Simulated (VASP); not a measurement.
A run of VASP 6.6.1:

INCAR

```
ALGO = Normal
EDIFF = 1E-6
ENCUT = 500
GGA = CA
GGA_COMPAT = F
ISIF = 2
ISMEAR = -1
LASPH = T
LCHARG = T
LELF = T
LREAL = F
LVHAR = T
LWAVE = F
NBANDS = 16
NELM = 120
PREC = Accurate
SIGMA = 0.05
```

Contents of KPOINTS:

```
k-points
0
Gamma
  14 14 14
```

The input POSCAR:

```
AlRu
1.0
    0.0000000000      2.4448927367      2.4448927367
    2.4448927367      0.0000000000      2.4448927367
    2.4448927367      2.4448927367      0.0000000000
Ru Al
1 1
Direct
    0.0000000000      0.0000000000      0.0000000000
    0.5000000000      0.5000000000      0.5000000000
```

Potentials or basis: VASP PAW LDA potentials, release 64 (Ru_pv, Al).

Run with:

```sh
$ cat potpaw_LDA.64/Ru_pv/POTCAR potpaw_LDA.64/Al/POTCAR > POTCAR
$ mpirun -np 1 vasp_std > vasp.out
```

Hardware: 1 thread of Intel(R) Xeon(R) Platinum 8375C CPU @ 2.90GHz (Ice Lake), with other jobs on the host.

**Question.** Estimate the wall time of this run.

**Answer.** It took 38 s on 1 thread of Intel(R) Xeon(R) Platinum 8375C CPU @ 2.90GHz (Ice Lake), with other jobs on the host, peak memory 0.17 GiB. Counts: scf iterations 11, k points 104.
